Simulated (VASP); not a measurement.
Wanted: the native input for a VASP 6.6.1 run.

- Task: single point
- Functional: r2SCAN0
- Potentials or basis: VASP PAW PBE potentials, release 64 (Rb_sv)
- Cutoff: 520 eV
- k mesh: 4 × 4 × 4
- Occupations: gaussian, width 0.1 eV
- Spin: no spin polarisation
- Dipole correction: no
- Grid for exact exchange (PRECFOCK): Normal
- Further INCAR settings: ALGO = Normal; EDIFF = 1e-07; NBANDS = 10
- Share of exact exchange: 0.25

Rb:

```xyz
1
Lattice="-2.8942 2.8942 2.6751 2.8942 -2.8942 2.6751 2.8942 2.8942 -2.6751" Properties=species:S:1:pos:R:3 pbc="T T T"
Rb    0.0000    0.0000    0.0000
```

The input as run:

POSCAR

```
Rb
1.0
   -2.8941987776      2.8941987776      2.6750980186
    2.8941987776     -2.8941987776      2.6750980186
    2.8941987776      2.8941987776     -2.6750980186
Rb
1
Direct
    0.0000000000      0.0000000000      0.0000000000
```

INCAR.step1

```
  PREC = Accurate
  ENCUT = 520
  EDIFF = 1E-5
  ISMEAR = 0
  SIGMA = 0.1
  LREAL = F
  LASPH = T
  NELM = 80
  ALGO = Normal
  ISIF = 2
  LWAVE = T
  NBANDS = 10
  GGA = PE
```

INCAR.step2

```
  PREC = Accurate
  ENCUT = 520
  EDIFF = 1E-7
  ISMEAR = 0
  SIGMA = 0.1
  LREAL = F
  LASPH = T
  NELM = 80
  ALGO = Normal
  ISIF = 2
  LWAVE = F
  LCHARG = T
  METAGGA = R2SCAN
  LHFCALC = T
  AEXX = 0.25
  LMIXTAU = T
  PRECFOCK = Normal
  LELF = T
  LVHAR = T
  NBANDS = 10
  ISTART = 1
```

KPOINTS

```
regular mesh
0
Gamma
  4 4 4
```

Potentials or basis: VASP PAW PBE potentials, release 64 (Rb_sv).

Launch:

```console
$ cat potpaw_PBE.64/Rb_sv/POTCAR > POTCAR
$ cp INCAR.step1 INCAR
$ mpirun -np 1 vasp_std > vasp.out
$ cp INCAR.step2 INCAR
$ mpirun -np 1 vasp_std > vasp.out
```

It gave:

- Pressure: 0.3 GPa
- Band gap on the k mesh: zero (an odd number of electrons rules out a gap without spin polarisation)

Caveat: the k points lie up to 0.40 Å⁻¹ apart, too coarse for converged energies and pressures of a metal; the PAW data sets were made with another functional, which shifts forces and pressure a little.

Run time: 7 min on 1 thread of Intel(R) Xeon(R) Platinum 8259CL CPU @ 2.50GHz (Skylake/Cascade Lake) (shared host), peak memory 0.22 GiB.
